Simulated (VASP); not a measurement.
# BaTiO3 (Pm-3m) in VASP: equation of state with r2SCAN

Aim: the equation of state of BaTiO3 with r2SCAN.

Everything below comes from runs of VASP 6.6.1. Logs are shortened: lines on timing, memory, paths and dates and some standing lists are left out, and cuts for length are marked.

## 1. The cell of the first run

Symmetry: Pm-3m, No. 221, cubic system. Conventional cell: a = 4.006 Å, b = 4.006 Å, c = 4.006 Å, α = 90.00°, β = 90.00°, γ = 90.00°. Ba (site symmetry m-3m) has 12 O at 2.83 Å and 8 Ti at 3.47 Å within 3.7 Å. Within 2.7 Å of Ti (site symmetry m-3m) lie 6 O at 2.00 Å. Within 2.7 Å of O (site symmetry 4/mmm) lie 2 Ti at 2.00 Å.

## 2. Equation of state, r2SCAN

The input, POSCAR.step1:

```
BaTiO3
1.0
    3.8820227460      0.0000000000      0.0000000000
    0.0000000000      3.8820227460      0.0000000000
    0.0000000000      0.0000000000      3.8820227460
Ba Ti O
1 1 3
Direct
    0.5000000000      0.5000000000      0.5000000000
    0.0000000000      0.0000000000      0.0000000000
    0.0000000000      0.0000000000      0.5000000000
    0.0000000000      0.5000000000      0.0000000000
    0.5000000000      0.0000000000      0.0000000000
```

The input, POSCAR.step2:

```
BaTiO3
1.0
    3.9242219515      0.0000000000      0.0000000000
    0.0000000000      3.9242219515      0.0000000000
    0.0000000000      0.0000000000      3.9242219515
Ba Ti O
1 1 3
Direct
    0.5000000000      0.5000000000      0.5000000000
    0.0000000000      0.0000000000      0.0000000000
    0.0000000000      0.0000000000      0.5000000000
    0.0000000000      0.5000000000      0.0000000000
    0.5000000000      0.0000000000      0.0000000000
```

The input, POSCAR.step3:

```
BaTiO3
1.0
    3.9655325868      0.0000000000      0.0000000000
    0.0000000000      3.9655325868      0.0000000000
    0.0000000000      0.0000000000      3.9655325868
Ba Ti O
1 1 3
Direct
    0.5000000000      0.5000000000      0.5000000000
    0.0000000000      0.0000000000      0.0000000000
    0.0000000000      0.0000000000      0.5000000000
    0.0000000000      0.5000000000      0.0000000000
    0.5000000000      0.0000000000      0.0000000000
```

The input, POSCAR.step4:

```
BaTiO3
1.0
    4.0060000000      0.0000000000      0.0000000000
    0.0000000000      4.0060000000      0.0000000000
    0.0000000000      0.0000000000      4.0060000000
Ba Ti O
1 1 3
Direct
    0.5000000000      0.5000000000      0.5000000000
    0.0000000000      0.0000000000      0.0000000000
    0.0000000000      0.0000000000      0.5000000000
    0.0000000000      0.5000000000      0.0000000000
    0.5000000000      0.0000000000      0.0000000000
```

The input, POSCAR.step5:

```
BaTiO3
1.0
    4.0456659460      0.0000000000      0.0000000000
    0.0000000000      4.0456659460      0.0000000000
    0.0000000000      0.0000000000      4.0456659460
Ba Ti O
1 1 3
Direct
    0.5000000000      0.5000000000      0.5000000000
    0.0000000000      0.0000000000      0.0000000000
    0.0000000000      0.0000000000      0.5000000000
    0.0000000000      0.5000000000      0.0000000000
    0.5000000000      0.0000000000      0.0000000000
```

The input, POSCAR.step6:

```
BaTiO3
1.0
    4.0845689666      0.0000000000      0.0000000000
    0.0000000000      4.0845689666      0.0000000000
    0.0000000000      0.0000000000      4.0845689666
Ba Ti O
1 1 3
Direct
    0.5000000000      0.5000000000      0.5000000000
    0.0000000000      0.0000000000      0.0000000000
    0.0000000000      0.0000000000      0.5000000000
    0.0000000000      0.5000000000      0.0000000000
    0.5000000000      0.0000000000      0.0000000000
```

The input, POSCAR.step7:

```
BaTiO3
1.0
    4.1227447211      0.0000000000      0.0000000000
    0.0000000000      4.1227447211      0.0000000000
    0.0000000000      0.0000000000      4.1227447211
Ba Ti O
1 1 3
Direct
    0.5000000000      0.5000000000      0.5000000000
    0.0000000000      0.0000000000      0.0000000000
    0.0000000000      0.0000000000      0.5000000000
    0.0000000000      0.5000000000      0.0000000000
    0.5000000000      0.0000000000      0.0000000000
```

The input, INCAR:

```
SYSTEM = BaTiO3
METAGGA = R2SCAN ; ISMEAR = 0
SIGMA = 0.03 ; LWAVE = .FALSE.
LCHARG = .FALSE. ; ISIF = 2
NSW = 0 ; ENCUT = 660
PREC = Accurate ; LASPH = .TRUE.
LREAL = .FALSE. ; ALGO = Normal
EDIFF = 1E-7 ; NELM = 120
GGA_COMPAT = .FALSE. ; EFERMI = MIDGAP
LMIXTAU = .TRUE. ; KPAR = 2
```

The input, KPOINTS:

```
k-points
0
Gamma
  6 6 6
```

Potentials or basis: VASP PAW PBE potentials, release 64 (Ba_sv_GW, Ti_sv_GW, O_GW).

Launch:

```
$ cat potpaw_PBE.64/Ba_sv_GW/POTCAR potpaw_PBE.64/Ti_sv_GW/POTCAR potpaw_PBE.64/O_GW/POTCAR > POTCAR
$ cp POSCAR.step1 POSCAR
$ mpirun -np 2 vasp_std > vasp.out
$ cp POSCAR.step2 POSCAR
$ mpirun -np 2 vasp_std > vasp.out
$ cp POSCAR.step3 POSCAR
$ mpirun -np 2 vasp_std > vasp.out
$ cp POSCAR.step4 POSCAR
$ mpirun -np 2 vasp_std > vasp.out
$ cp POSCAR.step5 POSCAR
$ mpirun -np 2 vasp_std > vasp.out
$ cp POSCAR.step6 POSCAR
$ mpirun -np 2 vasp_std > vasp.out
$ cp POSCAR.step7 POSCAR
$ mpirun -np 2 vasp_std > vasp.out
```

OUTCAR:

```text
SYSTEM = BaTiO3
   METAGGA = R2SCAN
   ISMEAR = 0
   ISIF = 2
   NSW = 0
   ENCUT = 660
   PREC = Accurate
   LASPH = .TRUE.
   LREAL = .FALSE.
   EDIFF = 1E-7
   NELM = 120
   EFERMI = MIDGAP

 Found     20 irreducible k-points:

 Following reciprocal coordinates:
            Coordinates               Weight
  0.000000  0.000000  0.000000      1.000000
  0.166667  0.000000  0.000000      6.000000
  0.333333  0.000000  0.000000      6.000000
  0.500000  0.000000  0.000000      3.000000
  0.166667  0.166667  0.000000     12.000000
  0.333333  0.166667  0.000000     24.000000
   k-points           NKPTS =     20   k-points in BZ     NKDIM =     20   number of bands    NBANDS=     24
   number of dos      NEDOS =    301   number of ions     NIONS =      5
   total plane-waves  NPLWV =  46656
   dimension x,y,z NGX =    36 NGY =   36 NGZ =   36
   dimension x,y,z NGXF=    72 NGYF=   72 NGZF=   72
   ions per type =               1   1   3
   NGX,Y,Z   is equivalent  to a cutoff of  14.52, 14.52, 14.52 a.u.
   NGXF,Y,Z  is equivalent  to a cutoff of  29.03, 29.03, 29.03 a.u.
 SYSTEM =  BaTiO3
   PREC   = accura    normal or accurate (medium, high low for compatibility)
   ISTART =      0    job   : 0-new  1-cont  2-samecut
   ICHARG =      2    charge: 1-file 2-atom 10-const
   ISPIN  =      1    spin polarized calculation?
   LNONCOLLINEAR =      F non collinear calculations
   LSORBIT =      F    spin-orbit coupling
   LASPH  =      T    aspherical Exc in radial PAW
   ENCUT  =  660.0 eV  48.51 Ry    6.96 a.u.   8.64  8.64  8.64*2*pi/ulx,y,z
   NELM   =    120;   NELMIN=  2; NELMDL=  0     # of ELM steps
   EDIFF  = 0.1E-06   stopping-criterion for ELM
   LREAL  =      F    real-space projection
   EDIFFG = 0.1E-05   stopping-criterion for IOM
   NSW    =      0    number of steps for IOM
   IBRION =     -1    ionic relax: 0-MD 1-quasi-New 2-CG
   NFREE  =      0    steps in history (QN), initial steepest desc. (CG)
   ISIF   =      2    stress and relaxation
   ISYM   =      2    0-nonsym 1-usesym 2-fastsym
   POTIM  = 0.5000    time-step for ionic-motion
   TEBEG  =    0.0;   TEEND  =   0.0 temperature during run

   SCALEE = 1.0000    scale energy and forces
   PSTRESS=    0.0 pullay stress
   NELECT =      40.0000    total number of electrons
   NUPDOWN=      -1.0000    fix difference up-down
   EMIN   =  10.00;   EMAX   =-10.00  energy-range for DOS
   EFERMI =   0.00;   METHOD = MIDGAP
   ISMEAR =     0;   SIGMA  =   0.03  broadening in eV -4-tet -1-fermi 0-gaus
   EFERMI_NEDOS =   21; number of points for ismear=-14 and -15
   IALGO  =     38    algorithm
   IMIX   =      4    mixing-type and parameters
     AMIX     =   0.40;   BMIX     =  1.00
     AMIX_MAG =   1.60;   BMIX_MAG =  1.00
  volume/ion in A,a.u.               =      14.01        94.58
  Fermi-wavevector in a.u.,A,eV,Ry     =   1.358027  2.566299 25.092370  1.844237
  Thomas-Fermi vector in A             =   2.484895
   LORBIT       =      0    0 simple, 1 ext, 2 COOP (PROOUT), +10 PAW based schemes
   METAGGA = R2SCAN    functional components
   LHFCALC =     F    Hartree Fock is set to
   AEXX    =    0.0000 exact exchange contribution
   IVDW    =     0    specifies the selected vdW correction
   LEPSILON=     F    determine dielectric tensor
   LRPA    =     F    only Hartree local field effects (RPA)

   CSHIFT  =0.1000    complex shift for real part using Kramers Kronig

   OMEGAMAX=  -1.0    maximum frequency
 non-spin polarized calculation
 Gauss-broadening in eV      SIGMA  =   0.03
  energy-cutoff  :      660.00
  volume of cell :       70.07
 maximum number of plane-waves:      2730
 NGX is ok and might be reduce to    36
   NGX = 17   NGY = 17   NGZ = 17

 number of electron      39.9999989 magnetization

 Free energy of the ion-electron system (eV)
  ---------------------------------------------------
  ext. energy  EPLUGINS =         0.00000000
  ---------------------------------------------------
  free energy    TOTEN  =       -77.79152837 eV

  energy without entropy =      -77.79152837  energy(sigma->0) =      -77.79152837

 E-fermi :   5.2680     XC(G=0): -11.5703

 val. band max:        4.3043339438   @ k =   0.5000   0.5000   0.5000
 cond. band min:       6.2317655211   @ k =   0.0000   0.0000   0.0000
 fundamental gap:      1.9274315773
 Fermi energy:         5.2680497325

 k-point     1 :       0.0000    0.0000    0.0000
  band No.  band energies     occupation
      1     -54.9830      2.00000
      2     -30.0772      2.00000
      3     -30.0772      2.00000
      4     -30.0772      2.00000
      5     -21.2514      2.00000
      6     -13.3298      2.00000
[... 16 lines left out ...]
     23       6.2318      0.00000
     24       7.9177      0.00000

 k-point     2 :       0.1667    0.0000    0.0000
  band No.  band energies     occupation
      1     -54.9829      2.00000
      2     -30.0860      2.00000
      3     -30.0768      2.00000
      4     -30.0768      2.00000
      5     -21.2315      2.00000
      6     -13.3270      2.00000
[... 16 lines left out ...]
     23       6.6578      0.00000
     24       7.9255      0.00000

 k-point     3 :       0.3333    0.0000    0.0000
  band No.  band energies     occupation
      1     -54.9826      2.00000
      2     -30.1040      2.00000
      3     -30.0763      2.00000
      4     -30.0763      2.00000
      5     -21.1913      2.00000
      6     -13.3780      2.00000
[... 16 lines left out ...]
     23       7.3641      0.00000
     24       7.9208      0.00000

 k-point     4 :       0.5000    0.0000    0.0000
  band No.  band energies     occupation
      1     -54.9825      2.00000
      2     -30.1129      2.00000
      3     -30.0761      2.00000
      4     -30.0761      2.00000
      5     -21.1709      2.00000
      6     -13.4229      2.00000
[... 16 lines left out ...]
     23       7.6820      0.00000
     24       7.9216      0.00000

 k-point     5 :       0.1667    0.1667    0.0000
  band No.  band energies     occupation
      1     -54.9827      2.00000
      2     -30.0859      2.00000
      3     -30.0855      2.00000
      4     -30.0765      2.00000
      5     -21.2132      2.00000
      6     -13.2983      2.00000
[... 16 lines left out ...]
     23       6.8970      0.00000
     24       8.2275      0.00000

 k-point     6 :       0.3333    0.1667    0.0000
  band No.  band energies     occupation
      1     -54.9825      2.00000
      2     -30.1034      2.00000
      3     -30.0851      2.00000
      4     -30.0760      2.00000
      5     -21.1761      2.00000
      6     -13.2983      2.00000
[... 16 lines left out ...]
     23       7.4442      0.00000
     24       8.3178      0.00000

 [... further k-points ...]

------------------------ aborting loop because EDIFF is reached ----------------------------------------

  FORCE on cell =-STRESS in cart. coord.  units (eV):
  Direction    XX          YY          ZZ          XY          YZ          ZX
  --------------------------------------------------------------------------------------
  -------------------------------------------------------------------------------------
  Total       -6.3335232     -6.3335232     -6.3335232     -0.0000000      0.0000000     -0.0000000
  in kB     -144.8093548   -144.8093548   -144.8093548     -0.0000000      0.0000000     -0.0000000
  external PRESSURE =    -144.8093548 kB  Pullay stress =       0.0000000 kB

 VOLUME and BASIS-vectors are now :
 -----------------------------------------------------------------------------
  energy-cutoff  :      660.00
  volume of cell :       70.07
      direct lattice vectors                 reciprocal lattice vectors
     4.122744721  0.000000000  0.000000000     0.242556857  0.000000000  0.000000000
     0.000000000  4.122744721  0.000000000     0.000000000  0.242556857  0.000000000
     0.000000000  0.000000000  4.122744721     0.000000000  0.000000000  0.242556857

 POSITION                                       TOTAL-FORCE (eV/Angst)
 -----------------------------------------------------------------------------------
      2.06137      2.06137      2.06137         0.000000      0.000000      0.000000
      0.00000      0.00000      0.00000         0.000000      0.000000      0.000000
      0.00000      0.00000      2.06137         0.000000      0.000000      0.000000
      0.00000      2.06137      0.00000         0.000000      0.000000      0.000000
      2.06137      0.00000      0.00000         0.000000      0.000000      0.000000
 -----------------------------------------------------------------------------------
    total drift:                                0.000000      0.000000     -0.000000

  FREE ENERGIE OF THE ION-ELECTRON SYSTEM (eV)
  ---------------------------------------------------
  free  energy   TOTEN  =       -77.7915283749 eV

  energy  without entropy=      -77.7915283749  energy(sigma->0) =      -77.79152837
```

It took 7.9 min on 2 MPI ranks of Intel Xeon 6975P-C (Granite Rapids), shared host; peak memory 0.25 GiB.

What came out:

| Property | Result |
| --- | --- |
| Equilibrium volume | 12.73 Å³/atom |
| Bulk modulus | 181 GPa |
| Pressure derivative of the bulk modulus | 4.5 |

Energy against volume, from the lowest point:
| volume (Å³/atom) | energy (meV/atom) |
| --- | --- |
| 11.700 | 54.37 |
| 12.086 | 19.72 |
| 12.472 | 2.45 |
| 12.858 | 0.00 |
| 13.243 | 10.06 |
| 13.629 | 30.70 |
| 14.015 | 60.36 |

Caveat: the PAW data sets were made with another functional, which shifts forces and pressure a little; spin-orbit coupling is left out, which moves the levels of the heavy elements.
